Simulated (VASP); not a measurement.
# Mg2Si (R-3m) in VASP: single point with PBE

Aim: the single point of Mg2Si with PBE.

Everything below comes from runs of VASP 6.6.1. Logs are shortened: lines on timing, memory, paths and dates and some standing lists are left out, and cuts for length are marked.

## 1. The cell of the first run

It takes space group R-3m (No. 166, trigonal). Conventional cell: a = 4.459 Å, b = 4.459 Å, c = 11.002 Å, α = 90.00°, β = 90.00°, γ = 120.00°. Si (site symmetry -3m) has 8 Mg at 2.73 to 2.75 Å within 3.6 Å. Mg (site symmetry 3m) has 4 Si at 2.73 to 2.75 Å and 6 Mg at 3.16 Å within 3.6 Å.

## 2. Single point, PBE (epitaxial 111 strain -0.5%)

The input, INCAR:

```
  PREC = Accurate
  ENCUT = 840
  EDIFF = 1E-6
  ISMEAR = -1
  SIGMA = 0.02
  LREAL = False
  LASPH = True
  NELM = 120
  ALGO = Normal
  ISIF = 2
  LWAVE = False
  LCHARG = False
  GGA = PE
  NBANDS = 19
  GGA_COMPAT = False
```

The input, KPOINTS:

```
Automatic mesh
0
Gamma
  8 8 8
```

The input, POSCAR:

```
Mg2Si
1.0
    0.0151805005      3.1682988713      3.1682988713
    3.1682988713      0.0151805005      3.1682988713
    3.1682988713      3.1682988713      0.0151805005
Si Mg
1 2
Direct
    0.0000000000      0.0000000000      0.0000000000
    0.2498228457      0.2498228457      0.2498228457
    0.7501771543      0.7501771543      0.7501771543
```

Potentials or basis: VASP PAW PBE potentials, release 64 (Si, Mg_sv).

The run is started by

```console
$ cat potpaw_PBE.64/Si/POTCAR potpaw_PBE.64/Mg_sv/POTCAR > POTCAR
$ mpirun -np 1 vasp_std > vasp.out
```

OUTCAR:

```text
PREC = Accurate
   ENCUT = 840
   EDIFF = 1E-6
   ISMEAR = -1
   LREAL = False
   LASPH = True
   NELM = 120
   ISIF = 2
   GGA = PE

 ion  position               nearest neighbor table
   1  0.000  0.000  0.000-
   2  0.250  0.250  0.250-
   3  0.750  0.750  0.750-

  LATTYP: Found a trigonal (rhomboedric) cell.
 ALAT       =     4.4806769492
 COS(alpha) =     0.5047855784

  Lattice vectors:

 A1 = (   0.0151805005,   3.1682988713,   3.1682988713)
 A2 = (   3.1682988713,   0.0151805005,   3.1682988713)
 A3 = (   3.1682988713,   3.1682988713,   0.0151805005)

Analysis of symmetry for initial positions (statically):
=====================================================================
 Subroutine PRICEL returns:
 Original cell was already a primitive cell.

 Routine SETGRP: Setting up the symmetry group for a
 trigonal (rhombohedral) supercell.

 Subroutine GETGRP returns: Found 12 space group operations
 (whereof 12 operations were pure point group operations)
 out of a pool of 12 trial point group operations.

The static configuration has the point symmetry D_3d.

Analysis of symmetry for dynamics (positions and initial velocities):
=====================================================================
 Subroutine PRICEL returns:
 Original cell was already a primitive cell.

 Routine SETGRP: Setting up the symmetry group for a
 trigonal (rhombohedral) supercell.

 Subroutine GETGRP returns: Found 12 space group operations
 (whereof 12 operations were pure point group operations)
 out of a pool of 12 trial point group operations.

The dynamic configuration has the point symmetry D_3d.

 Subroutine INISYM returns: Found 12 space group operations
 (whereof 12 operations are pure point group operations),
 and found     1 'primitive' translations

----------------------------------------------------------------------------------------

                                     Primitive cell

  volume of cell :      63.1504

  direct lattice vectors                    reciprocal lattice vectors
     0.015180500  3.168298871  3.168298871    -0.158952161  0.158194194  0.158194194
     3.168298871  0.015180500  3.168298871     0.158194194 -0.158952161  0.158194194
     3.168298871  3.168298871  0.015180500     0.158194194  0.158194194 -0.158952161

  length of vectors
     4.480676949  4.480676949  4.480676949     0.274438692  0.274438692  0.274438692

  position of ions in fractional coordinates (direct lattice)
     0.000000000  0.000000000  0.000000000
     0.249822846  0.249822846  0.249822846
     0.750177154  0.750177154  0.750177154

  ion indices of the primitive-cell ions
   primitive index   ion index
                 1           1
                 2           2
                 3           3

----------------------------------------------------------------------------------------

 KPOINTS: Automatic mesh

Automatic generation of k-mesh.
 Grid dimensions read from file:
 generate k-points for:    8    8    8

 Generating k-lattice:

  Cartesian coordinates                     Fractional coordinates (reciprocal lattice)
    -0.019869020  0.019774274  0.019774274     0.125000000 -0.000000000 -0.000000000
     0.019774274 -0.019869020  0.019774274    -0.000000000  0.125000000 -0.000000000
     0.019774274  0.019774274 -0.019869020    -0.000000000 -0.000000000  0.125000000

  Length of vectors
     0.034304837  0.034304837  0.034304837

  Shift w.r.t. Gamma in fractional coordinates (k-lattice)
     0.000000000  0.000000000  0.000000000

 Subroutine IBZKPT returns following result:
 ===========================================

 Found     65 irreducible k-points:

 Following reciprocal coordinates:
            Coordinates               Weight
  0.000000  0.000000  0.000000      1.000000
  0.125000  0.000000  0.000000      6.000000
  0.250000  0.000000  0.000000      6.000000
  0.375000  0.000000 -0.000000      6.000000
  0.500000  0.000000  0.000000      3.000000
  0.125000  0.125000 -0.000000      6.000000
[... 16 lines left out ...]
  0.250000  0.125000  0.125000      6.000000
  0.375000  0.125000  0.125000      6.000000
 [... further k-points ...]
   k-points           NKPTS =     65   k-points in BZ     NKDIM =     65   number of bands    NBANDS=     19
   number of dos      NEDOS =    301   number of ions     NIONS =      3
   total plane-waves  NPLWV =  74088
   dimension x,y,z NGX =    42 NGY =   42 NGZ =   42
   dimension x,y,z NGXF=    84 NGYF=   84 NGZF=   84
   ions per type =               1   2
   NGX,Y,Z   is equivalent  to a cutoff of  15.58, 15.58, 15.58 a.u.
   NGXF,Y,Z  is equivalent  to a cutoff of  31.17, 31.17, 31.17 a.u.
 SYSTEM =  unknown system
   PREC   = accura    normal or accurate (medium, high low for compatibility)
   ISTART =      0    job   : 0-new  1-cont  2-samecut
   ICHARG =      2    charge: 1-file 2-atom 10-const
   ISPIN  =      1    spin polarized calculation?
   LNONCOLLINEAR =      F non collinear calculations
   LSORBIT =      F    spin-orbit coupling
   LASPH  =      T    aspherical Exc in radial PAW
   ENCUT  =  840.0 eV  61.74 Ry    7.86 a.u.  10.59 10.59 10.59*2*pi/ulx,y,z
   NELM   =    120;   NELMIN=  2; NELMDL= -5     # of ELM steps
   EDIFF  = 0.1E-05   stopping-criterion for ELM
   LREAL  =      F    real-space projection
   EDIFFG = 0.1E-04   stopping-criterion for IOM
   NSW    =      0    number of steps for IOM
   IBRION =     -1    ionic relax: 0-MD 1-quasi-New 2-CG
   NFREE  =      0    steps in history (QN), initial steepest desc. (CG)
   ISIF   =      2    stress and relaxation
   ISYM   =      2    0-nonsym 1-usesym 2-fastsym
   POTIM  = 0.5000    time-step for ionic-motion
   TEBEG  =    0.0;   TEEND  =   0.0 temperature during run
   PSTRESS=    0.0 pullay stress
   NELECT =      24.0000    total number of electrons
   NUPDOWN=      -1.0000    fix difference up-down
   EMIN   =  10.00;   EMAX   =-10.00  energy-range for DOS
   EFERMI =   0.00;   METHOD = LEGACY
   ISMEAR =    -1;   SIGMA  =   0.02  broadening in eV -4-tet -1-fermi 0-gaus
   EFERMI_NEDOS =   21; number of points for ismear=-14 and -15
   IALGO  =     38    algorithm
   IMIX   =      4    mixing-type and parameters
     AMIX     =   0.40;   BMIX     =  1.00
     AMIX_MAG =   1.60;   BMIX_MAG =  1.00
  volume/ion in A,a.u.               =      21.05       142.05
  Fermi-wavevector in a.u.,A,eV,Ry     =   1.185823  2.240881 19.132196  1.406177
  Thomas-Fermi vector in A             =   2.322009
   LORBIT       =      0    0 simple, 1 ext, 2 COOP (PROOUT), +10 PAW based schemes
   GGA     = PE    functional components
   LHFCALC =     F    Hartree Fock is set to
   AEXX    =    0.0000 exact exchange contribution
   IVDW    =     0    specifies the selected vdW correction
   LEPSILON=     F    determine dielectric tensor
   LRPA    =     F    only Hartree local field effects (RPA)
 non-spin polarized calculation
  energy-cutoff  :      840.00
  volume of cell :       63.15
 maximum number of plane-waves:      3513
   NGX = 21   NGY = 21   NGZ = 21

 number of electron      23.9999991 magnetization

 Free energy of the ion-electron system (eV)
  ---------------------------------------------------
  ext. energy  EPLUGINS =         0.00000000
  ---------------------------------------------------
  free energy    TOTEN  =        -8.91785674 eV

  energy without entropy =       -8.91782946  energy(sigma->0) =       -8.91784310

 E-fermi :   3.6203     XC(G=0):  -9.0210

 val. band max:        3.5361821527   @ k =   0.0000   0.0000   0.0000
 cond. band min:       3.7110114952   @ k =   0.5000   0.5000  -0.0000
 fundamental gap:      0.1748293425
 Fermi energy:         3.6203182128

 k-point     1 :       0.0000    0.0000    0.0000
  band No.  band energies     occupation
      1     -72.3172      2.00000
      2     -72.3137      2.00000
      3     -39.0817      2.00000
      4     -39.0811      2.00000
      5     -39.0811      2.00000
      6     -39.0662      2.00000
[... 11 lines left out ...]
     18       9.1818      0.00000
     19      10.1720      0.00000

 k-point     2 :       0.1250    0.0000    0.0000
  band No.  band energies     occupation
      1     -72.3171      2.00000
      2     -72.3138      2.00000
      3     -39.0811      2.00000
      4     -39.0806      2.00000
      5     -39.0806      2.00000
      6     -39.0668      2.00000
[... 11 lines left out ...]
     18       8.5969      0.00000
     19      10.3613      0.00000

 k-point     3 :       0.2500    0.0000    0.0000
  band No.  band energies     occupation
      1     -72.3167      2.00000
      2     -72.3142      2.00000
      3     -39.0795      2.00000
      4     -39.0791      2.00000
      5     -39.0789      2.00000
      6     -39.0685      2.00000
[... 11 lines left out ...]
     18       8.6158      0.00000
     19       9.8000      0.00000

 k-point     4 :       0.3750    0.0000   -0.0000
  band No.  band energies     occupation
      1     -72.3160      2.00000
      2     -72.3147      2.00000
      3     -39.0770      2.00000
      4     -39.0768      2.00000
      5     -39.0765      2.00000
      6     -39.0711      2.00000
[... 11 lines left out ...]
     18       9.8841      0.00000
     19      10.7587      0.00000

 k-point     5 :       0.5000    0.0000    0.0000
  band No.  band energies     occupation
      1     -72.3153      2.00000
      2     -72.3153      2.00000
      3     -39.0743      2.00000
      4     -39.0741      2.00000
      5     -39.0738      2.00000
      6     -39.0737      2.00000
[... 11 lines left out ...]
     18      11.6101      0.00000
     19      11.7431      0.00000
[... 334 lines left out ...]
      2     -72.3148      2.00000
      3     -39.0854      2.00000
      4     -39.0835      2.00000
      5     -39.0831      2.00000
      6     -39.0645      2.00000
[... 11 lines left out ...]
     18      11.9924      0.00000
     19      12.5158      0.00000

 k-point    22 :       0.1250    0.1250    0.1250
  band No.  band energies     occupation
      1     -72.3171      2.00000
      2     -72.3138      2.00000
      3     -39.0812      2.00000
      4     -39.0806      2.00000
      5     -39.0806      2.00000
      6     -39.0669      2.00000
[... 11 lines left out ...]
     18       8.6036      0.00000
     19      10.3962      0.00000

 k-point    23 :       0.2500    0.1250    0.1250
  band No.  band energies     occupation
      1     -72.3169      2.00000
      2     -72.3140      2.00000
      3     -39.0819      2.00000
      4     -39.0791      2.00000
      5     -39.0787      2.00000
      6     -39.0687      2.00000
[... 11 lines left out ...]
     18       9.2474      0.00000
     19      11.2512      0.00000

 k-point    24 :       0.3750    0.1250    0.1250
  band No.  band energies     occupation
      1     -72.3164      2.00000
      2     -72.3144      2.00000
      3     -39.0819      2.00000
      4     -39.0765      2.00000
      5     -39.0760      2.00000
      6     -39.0716      2.00000
[... 11 lines left out ...]
     18      10.5624      0.00000
     19      10.8520      0.00000

 [... further k-points ...]

------------------------ aborting loop because EDIFF is reached ----------------------------------------

  FORCE on cell =-STRESS in cart. coord.  units (eV):
  Direction    XX          YY          ZZ          XY          YZ          ZX
  --------------------------------------------------------------------------------------
  -------------------------------------------------------------------------------------
  Total        0.3696653      0.3696653      0.3696653     -0.0898170     -0.0898170     -0.0898170
  in kB        9.3787169      9.3787169      9.3787169     -2.2787319     -2.2787319     -2.2787319
  external PRESSURE =       9.3787169 kB  Pullay stress =       0.0000000 kB

 VOLUME and BASIS-vectors are now :
 -----------------------------------------------------------------------------
  energy-cutoff  :      840.00
  volume of cell :       63.15
      direct lattice vectors                 reciprocal lattice vectors
     0.015180500  3.168298871  3.168298871    -0.158952161  0.158194194  0.158194194
     3.168298871  0.015180500  3.168298871     0.158194194 -0.158952161  0.158194194
     3.168298871  3.168298871  0.015180500     0.158194194  0.158194194 -0.158952161

 POSITION                                       TOTAL-FORCE (eV/Angst)
 -----------------------------------------------------------------------------------
      0.00000      0.00000      0.00000         0.000000      0.000000     -0.000000
      1.58682      1.58682      1.58682        -0.001485     -0.001485     -0.001485
      4.76496      4.76496      4.76496         0.001485      0.001485      0.001485
 -----------------------------------------------------------------------------------
    total drift:                               -0.000000     -0.000000     -0.000000

  FREE ENERGIE OF THE ION-ELECTRON SYSTEM (eV)
  ---------------------------------------------------
  free  energy   TOTEN  =        -8.9178567394 eV

  energy  without entropy=       -8.9178294646  energy(sigma->0) =       -8.91784310
```

Run time: 98 s. Hardware: 1 thread of AMD EPYC 7R13 (Zen 3), shared host; peak memory 0.3 GiB.

What came out:

```
Free energy            : -8.9179 eV
Pressure               : 0.9 GPa
Band gap on the k mesh : 0.17 eV (least direct gap 1.94 eV)
```

Forces in eV/Å, atoms in the order of the input:
```
Si   0.000  0.000  0.000
Mg  -0.001 -0.001 -0.001
Mg   0.001  0.001  0.001
```

Caveat: the cell differs from its parent crystal (epitaxial 111 strain -0.5%); the structure was generated, so it needn't be the stable form of Mg2Si; semilocal functionals underestimate gaps, and a narrow one can read as zero. A k mesh can miss the band edges.
